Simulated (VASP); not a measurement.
Write the native input for VASP 6.6.1 that does the following.

```yaml
Task: relaxation of cell and atoms
Functional: r2SCAN
Potentials_or_basis: VASP PAW PBE potentials, release 64 (Si, O)
Cutoff: 600 eV
k_mesh: 6 × 6 × 6
Occupations: gaussian, width 0.02 eV
Spin: no spin polarisation
Dipole_correction: no
Further_INCAR_settings: ALGO = Normal; EDIFF = 1e-06; IBRION = 2; EDIFFG = -0.01; NSW = 100; ISIF = 3
```

The system is SiO2.

```xyz
6
Lattice="3.7742 0.0000 0.0000 0.0000 3.7742 0.0000 0.0000 0.0000 3.7742" Properties=species:S:1:pos:R:3 pbc="T T T"
Si    0.0000    0.0000    0.0000
Si    1.8871    1.8871    1.8871
O     0.9435    0.9435    0.9435
O     0.9435    2.8306    2.8306
O     2.8306    2.8306    0.9435
O     2.8306    0.9435    2.8306
```

One way to write it, as run:

POSCAR

```
SiO2
1.0
    3.7741550288      0.0000000000      0.0000000000
    0.0000000000      3.7741550288      0.0000000000
    0.0000000000      0.0000000000      3.7741550288
Si O
2 4
Direct
    0.0000000000      0.0000000000      0.0000000000
    0.5000000000      0.5000000000      0.5000000000
    0.2500000000      0.2500000000      0.2500000000
    0.2500000000      0.7500000000      0.7500000000
    0.7500000000      0.7500000000      0.2500000000
    0.7500000000      0.2500000000      0.7500000000
```

INCAR.step1

```
  PREC = Accurate
  ENCUT = 600
  ISMEAR = 0
  SIGMA = 0.02
  LREAL = F
  LASPH = T
  NELM = 60
  GGA = PE
  ALGO = Normal
  EDIFF = 1E-4
  LWAVE = T
  LCHARG = F
```

INCAR.step2

```
  PREC = Accurate
  ENCUT = 600
  EDIFF = 1E-6
  ISMEAR = 0
  SIGMA = 0.02
  LREAL = F
  LASPH = T
  NELM = 60
  ALGO = Normal
  ISIF = 3
  LWAVE = F
  LCHARG = F
  METAGGA = R2SCAN
  LMIXTAU = T
  IBRION = 2
  NSW = 100
  EDIFFG = -0.01
  ISTART = 1
```

KPOINTS

```
regular mesh
0
Gamma
  6 6 6
```

Potentials or basis: VASP PAW PBE potentials, release 64 (Si, O).

Launch:

```console
$ cat potpaw_PBE.64/Si/POTCAR potpaw_PBE.64/O/POTCAR > POTCAR
$ cp INCAR.step1 INCAR
$ mpirun -np 1 vasp_std > vasp.out
$ cp INCAR.step2 INCAR
$ mpirun -np 1 vasp_std > vasp.out
```

Results of the run:

```
Pressure after relaxing : -0.1 GPa
Band gap on the k mesh  : 5.75 eV (least direct gap 6.34 eV)
```

Caveat: the relaxation stopped at its first step, so nothing moved; the PAW data sets were made with another functional, which shifts forces and pressure a little.

Run time: 100 s on 1 thread of Intel(R) Xeon(R) Platinum 8259CL CPU @ 2.50GHz (Skylake/Cascade Lake), with other jobs on the host, peak memory 0.17 GiB.
